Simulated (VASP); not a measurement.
# Pd (Fm-3m) in VASP: notebook

Pd is run at these levels: PBE; tasks: single point.

Program: VASP 6.6.1. These are calculated values, not measurements. Logs are shortened: lines on timing, memory, paths and dates and some standing lists are left out, and cuts for length are marked.

### Step 1. The cell of the first run

The structure is cubic, space group Fm-3m (No. 225). The conventional cell has a = 3.947 Å, b = 3.947 Å, c = 3.947 Å, α = 90.00°, β = 90.00°, γ = 90.00°. Pd (site symmetry m-3m) has 12 Pd at 2.79 Å within 3.7 Å.

### Step 2. Single point, PBE

Contents of INCAR:

```
PREC     = Accurate       # precision mode
ENCUT    = 520            # plane-wave cutoff, eV
EDIFF    = 1E-7           # SCF threshold, eV
ISMEAR   = -1             # smearing method
SIGMA    = 0.1            # smearing width, eV
LREAL    = False          # projectors in reciprocal space
LASPH    = True           # aspherical terms in the spheres
NELM     = 60             # most SCF steps
ALGO     = Normal         # electronic algorithm
ISIF     = 2              # what is computed and relaxed
LWAVE    = False          # write WAVECAR
LCHARG   = False          # write CHGCAR
GGA      = PE             # functional
NBANDS   = 11             # bands
```

Contents of KPOINTS:

```
Automatic mesh
0
Gamma
  14 14 14
```

Contents of POSCAR:

```
Pd
1.0
    0.0000000000      1.9734737307      1.9734737307
    1.9734737307      0.0000000000      1.9734737307
    1.9734737307      1.9734737307      0.0000000000
Pd
1
Direct
    0.0000000000      0.0000000000      0.0000000000
```

Potentials or basis: VASP PAW PBE potentials, release 64 (Pd).

The run is started by

```console
cat potpaw_PBE.64/Pd/POTCAR > POTCAR
mpirun -np 1 vasp_std > vasp.out
```

OUTCAR:

```text
PREC = Accurate
   ENCUT = 520
   EDIFF = 1E-7
   ISMEAR = -1
   LREAL = False
   LASPH = True
   NELM = 60
   ISIF = 2
   GGA = PE

 ion  position               nearest neighbor table
   1  0.000  0.000  0.000-

  LATTYP: Found a face centered cubic cell.
 ALAT       =     3.9469474614

  Lattice vectors:

 A1 = (   0.0000000000,   1.9734737307,   1.9734737307)
 A2 = (   1.9734737307,   0.0000000000,   1.9734737307)
 A3 = (   1.9734737307,   1.9734737307,   0.0000000000)

Analysis of symmetry for initial positions (statically):
=====================================================================
 Subroutine PRICEL returns:
 Original cell was already a primitive cell.

 Routine SETGRP: Setting up the symmetry group for a
 face centered cubic supercell.

 Subroutine GETGRP returns: Found 48 space group operations
 (whereof 48 operations were pure point group operations)
 out of a pool of 48 trial point group operations.

The static configuration has the point symmetry O_h .

Analysis of symmetry for dynamics (positions and initial velocities):
=====================================================================
 Subroutine PRICEL returns:
 Original cell was already a primitive cell.

 Routine SETGRP: Setting up the symmetry group for a
 face centered cubic supercell.

 Subroutine GETGRP returns: Found 48 space group operations
 (whereof 48 operations were pure point group operations)
 out of a pool of 48 trial point group operations.

The dynamic configuration has the point symmetry O_h .

 Subroutine INISYM returns: Found 48 space group operations
 (whereof 48 operations are pure point group operations),
 and found     1 'primitive' translations

----------------------------------------------------------------------------------------

                                     Primitive cell

  volume of cell :      15.3718

  direct lattice vectors                    reciprocal lattice vectors
     0.000000000  1.973473731  1.973473731    -0.253360352  0.253360352  0.253360352
     1.973473731  0.000000000  1.973473731     0.253360352 -0.253360352  0.253360352
     1.973473731  1.973473731  0.000000000     0.253360352  0.253360352 -0.253360352

  length of vectors
     2.790913315  2.790913315  2.790913315     0.438833003  0.438833003  0.438833003

  position of ions in fractional coordinates (direct lattice)
     0.000000000  0.000000000  0.000000000

  ion indices of the primitive-cell ions
   primitive index   ion index
                 1           1

----------------------------------------------------------------------------------------

 KPOINTS: Automatic mesh

Automatic generation of k-mesh.
 Grid dimensions read from file:
 generate k-points for:   14   14   14

 Generating k-lattice:

  Cartesian coordinates                     Fractional coordinates (reciprocal lattice)
    -0.018097168  0.018097168  0.018097168     0.071428571  0.000000000  0.000000000
     0.018097168 -0.018097168  0.018097168     0.000000000  0.071428571  0.000000000
     0.018097168  0.018097168 -0.018097168     0.000000000  0.000000000  0.071428571

  Length of vectors
     0.031345215  0.031345215  0.031345215

  Shift w.r.t. Gamma in fractional coordinates (k-lattice)
     0.000000000  0.000000000  0.000000000

 Subroutine IBZKPT returns following result:
 ===========================================

 Found    104 irreducible k-points:

 Following reciprocal coordinates:
            Coordinates               Weight
  0.000000  0.000000  0.000000      1.000000
  0.071429  0.000000  0.000000      8.000000
  0.142857  0.000000  0.000000      8.000000
  0.214286  0.000000  0.000000      8.000000
  0.285714  0.000000  0.000000      8.000000
  0.357143  0.000000  0.000000      8.000000
[... 16 lines left out ...]
  0.214286  0.142857  0.000000     24.000000
  0.285714  0.142857  0.000000     24.000000
 [... further k-points ...]
   k-points           NKPTS =    104   k-points in BZ     NKDIM =    104   number of bands    NBANDS=     11
   number of dos      NEDOS =    301   number of ions     NIONS =      1
   total plane-waves  NPLWV =  13824
   dimension x,y,z NGX =    24 NGY =   24 NGZ =   24
   dimension x,y,z NGXF=    48 NGYF=   48 NGZF=   48
   ions per type =               1
   NGX,Y,Z   is equivalent  to a cutoff of  14.30, 14.30, 14.30 a.u.
   NGXF,Y,Z  is equivalent  to a cutoff of  28.59, 28.59, 28.59 a.u.
 SYSTEM =  unknown system
   PREC   = accura    normal or accurate (medium, high low for compatibility)
   ISTART =      0    job   : 0-new  1-cont  2-samecut
   ICHARG =      2    charge: 1-file 2-atom 10-const
   ISPIN  =      1    spin polarized calculation?
   LNONCOLLINEAR =      F non collinear calculations
   LSORBIT =      F    spin-orbit coupling
   LASPH  =      T    aspherical Exc in radial PAW
   ENCUT  =  520.0 eV  38.22 Ry    6.18 a.u.   5.19  5.19  5.19*2*pi/ulx,y,z
   NELM   =     60;   NELMIN=  2; NELMDL= -5     # of ELM steps
   EDIFF  = 0.1E-06   stopping-criterion for ELM
   LREAL  =      F    real-space projection
   EDIFFG = 0.1E-05   stopping-criterion for IOM
   NSW    =      0    number of steps for IOM
   IBRION =     -1    ionic relax: 0-MD 1-quasi-New 2-CG
   NFREE  =      0    steps in history (QN), initial steepest desc. (CG)
   ISIF   =      2    stress and relaxation
   ISYM   =      2    0-nonsym 1-usesym 2-fastsym
   POTIM  = 0.5000    time-step for ionic-motion
   TEBEG  =    0.0;   TEEND  =   0.0 temperature during run
   PSTRESS=    0.0 pullay stress
   NELECT =      10.0000    total number of electrons
   NUPDOWN=      -1.0000    fix difference up-down
   EMIN   =  10.00;   EMAX   =-10.00  energy-range for DOS
   EFERMI =   0.00;   METHOD = LEGACY
   ISMEAR =    -1;   SIGMA  =   0.10  broadening in eV -4-tet -1-fermi 0-gaus
   EFERMI_NEDOS =   21; number of points for ismear=-14 and -15
   IALGO  =     38    algorithm
   IMIX   =      4    mixing-type and parameters
     AMIX     =   0.40;   BMIX     =  1.00
     AMIX_MAG =   1.60;   BMIX_MAG =  1.00
  volume/ion in A,a.u.               =      15.37       103.73
  Fermi-wavevector in a.u.,A,eV,Ry     =   1.418514  2.680602 27.377380  2.012181
  Thomas-Fermi vector in A             =   2.539631
   LORBIT       =      0    0 simple, 1 ext, 2 COOP (PROOUT), +10 PAW based schemes
   GGA     = PE    functional components
   LHFCALC =     F    Hartree Fock is set to
   AEXX    =    0.0000 exact exchange contribution
   IVDW    =     0    specifies the selected vdW correction
   LEPSILON=     F    determine dielectric tensor
   LRPA    =     F    only Hartree local field effects (RPA)
 non-spin polarized calculation
  energy-cutoff  :      520.00
  volume of cell :       15.37
 maximum number of plane-waves:       428
 NGX is ok and might be reduce to    24
   NGX = 11   NGY = 11   NGZ = 11

 number of electron      10.0000000 magnetization

 Free energy of the ion-electron system (eV)
  ---------------------------------------------------
  ext. energy  EPLUGINS =         0.00000000
  ---------------------------------------------------
  free energy    TOTEN  =        -5.24938300 eV

  energy without entropy =       -5.17775247  energy(sigma->0) =       -5.21356774

 E-fermi :   9.1245     XC(G=0): -12.9289

 val. band max:        9.1152101831   @ k =   0.3571   0.2143   0.0714
 cond. band min:       9.1305376811   @ k =  -0.4286   0.3571   0.0714
 fundamental gap:      0.0153274981
 Fermi energy:         9.1244763356

 k-point     1 :       0.0000    0.0000    0.0000
  band No.  band energies     occupation
      1       2.2772      2.00000
      2       6.4458      2.00000
      3       6.4458      2.00000
      4       6.4458      2.00000
      5       7.9481      1.99998
      6       7.9481      1.99998
      7      26.2676      0.00000
      8      30.8072      0.00000
      9      30.8072      0.00000
     10      30.8072      0.00000
     11      35.4205      0.00000

 k-point     2 :       0.0714    0.0000    0.0000
  band No.  band energies     occupation
      1       2.4555      2.00000
      2       6.3859      2.00000
      3       6.5056      2.00000
      4       6.5056      2.00000
      5       7.9207      1.99999
      6       7.9207      1.99999
      7      26.4353      0.00000
      8      29.6427      0.00000
      9      30.9973      0.00000
     10      30.9973      0.00000
     11      35.5622      0.00000

 k-point     3 :       0.1429    0.0000    0.0000
  band No.  band energies     occupation
      1       2.9565      2.00000
      2       6.2592      2.00000
      3       6.6438      2.00000
      4       6.6438      2.00000
      5       7.8834      1.99999
      6       7.8834      1.99999
      7      26.5073      0.00000
      8      27.7525      0.00000
      9      31.5060      0.00000
     10      31.5060      0.00000
     11      35.3241      0.00000

 k-point     4 :       0.2143    0.0000    0.0000
  band No.  band energies     occupation
      1       3.6313      2.00000
      2       6.2559      2.00000
      3       6.7324      2.00000
      4       6.7324      2.00000
      5       7.9690      1.99998
      6       7.9690      1.99998
      7      24.5647      0.00000
      8      27.3843      0.00000
      9      32.0860      0.00000
     10      32.0860      0.00000
     11      34.4332      0.00000
[... 239 lines left out ...]
 k-point    22 :       0.1429    0.1429    0.0000
  band No.  band energies     occupation
      1       3.1844      2.00000
      2       5.9827      2.00000
      3       6.8599      2.00000
      4       6.8599      2.00000
      5       7.5038      2.00000
      6       8.1410      1.99989
      7      27.1599      0.00000
      8      28.7412      0.00000
      9      29.6700      0.00000
     10      29.6700      0.00000
     11      35.5064      0.00000

 k-point    23 :       0.2143    0.1429    0.0000
  band No.  band energies     occupation
      1       3.7172      2.00000
      2       5.7868      2.00000
      3       6.9525      2.00000
      4       7.0505      2.00000
      5       7.5253      2.00000
      6       8.2552      1.99966
      7      26.6209      0.00000
      8      27.7294      0.00000
      9      29.0164      0.00000
     10      30.0321      0.00000
     11      34.9375      0.00000

 k-point    24 :       0.2857    0.1429    0.0000
  band No.  band energies     occupation
      1       4.3201      2.00000
      2       5.7320      2.00000
      3       6.7326      2.00000
      4       7.1244      2.00000
      5       8.1035      1.99993
      6       8.4820      1.99676
      7      24.1161      0.00000
      8      27.5090      0.00000
      9      28.4499      0.00000
     10      30.4062      0.00000
     11      34.5889      0.00000

 [... further k-points ...]
[... 5 lines left out ...]
  --------------------------------------------------------------------------------------
  -------------------------------------------------------------------------------------
  Total       -0.0291999     -0.0291999     -0.0291999      0.0000000     -0.0000000     -0.0000000
  in kB       -3.0434644     -3.0434644     -3.0434644      0.0000000     -0.0000000     -0.0000000
  external PRESSURE =      -3.0434644 kB  Pullay stress =       0.0000000 kB

 VOLUME and BASIS-vectors are now :
 -----------------------------------------------------------------------------
  energy-cutoff  :      520.00
  volume of cell :       15.37
      direct lattice vectors                 reciprocal lattice vectors
     0.000000000  1.973473731  1.973473731    -0.253360352  0.253360352  0.253360352
     1.973473731  0.000000000  1.973473731     0.253360352 -0.253360352  0.253360352
     1.973473731  1.973473731  0.000000000     0.253360352  0.253360352 -0.253360352

 POSITION                                       TOTAL-FORCE (eV/Angst)
 -----------------------------------------------------------------------------------
      0.00000      0.00000      0.00000         0.000000      0.000000      0.000000
 -----------------------------------------------------------------------------------
    total drift:                               -0.000000      0.000000     -0.000000

  FREE ENERGIE OF THE ION-ELECTRON SYSTEM (eV)
  ---------------------------------------------------
  free  energy   TOTEN  =        -5.2493830049 eV

  energy  without entropy=       -5.1777524721  energy(sigma->0) =       -5.21356774
```

Wall time 6 s (1 thread of Intel Xeon 6975P-C (Granite Rapids), shared host); peak memory 0.15 GiB.

Results:

```
Free energy            : -5.2494 eV
Pressure               : -0.3 GPa
Band gap on the k mesh : zero (band 5 reaches 9.37 eV, above the bottom of band 6 at 7.88 eV)
```

### Step 3. Single point, PBE

Contents of INCAR:

```
SYSTEM = Pd
  PREC = Accurate
  ENCUT = 520
  EDIFF = 1E-7
  ISMEAR = -1
  SIGMA = 0.1
  LREAL = .FALSE.
  LASPH = .TRUE.
  NELM = 100
  ALGO = Normal
  ISIF = 2
  LWAVE = .FALSE.
  LCHARG = .TRUE.
  GGA = PE
  LELF = .TRUE.
  LVHAR = .TRUE.
  NBANDS = 11
```

Contents of KPOINTS:

```
regular mesh
0
G
  14 14 14
  0 0 0
```

POSCAR is that of step 2.

Potentials or basis: VASP PAW PBE potentials, release 64 (Pd).

The run is started by

```console
cat potpaw_PBE.64/Pd/POTCAR > POTCAR
mpirun -np 1 vasp_std > vasp.out
```

It took 6.5 s on 1 thread of Intel Xeon 6975P-C (Granite Rapids), shared host; peak memory 0.15 GiB.

The run converged. Its results:

```
Free energy            : -5.2494 eV
Pressure               : -0.3 GPa
Band gap on the k mesh : zero (band 5 reaches 9.37 eV, above the bottom of band 6 at 7.88 eV)
```

Levels at points of the mesh, in eV from the Fermi level:
| k point | band 2 | band 3 | band 4 | band 5 | band 6 | band 7 | band 8 | band 9 |
| --- | --- | --- | --- | --- | --- | --- | --- | --- |
| (0.00, 0.00, 0.00) | -2.68 | -2.68 | -2.68 | -1.18 | -1.18 | 17.14 | 21.68 | 21.68 |
| (0.50, 0.00, 0.00) | -2.72 | -2.72 | -0.05 | -0.05 | 1.08 | 6.98 | 16.49 | 20.68 |
| (0.50, 0.50, 0.00) | -4.80 | -0.08 | 0.24 | 0.24 | 3.33 | 10.33 | 12.96 | 12.96 |
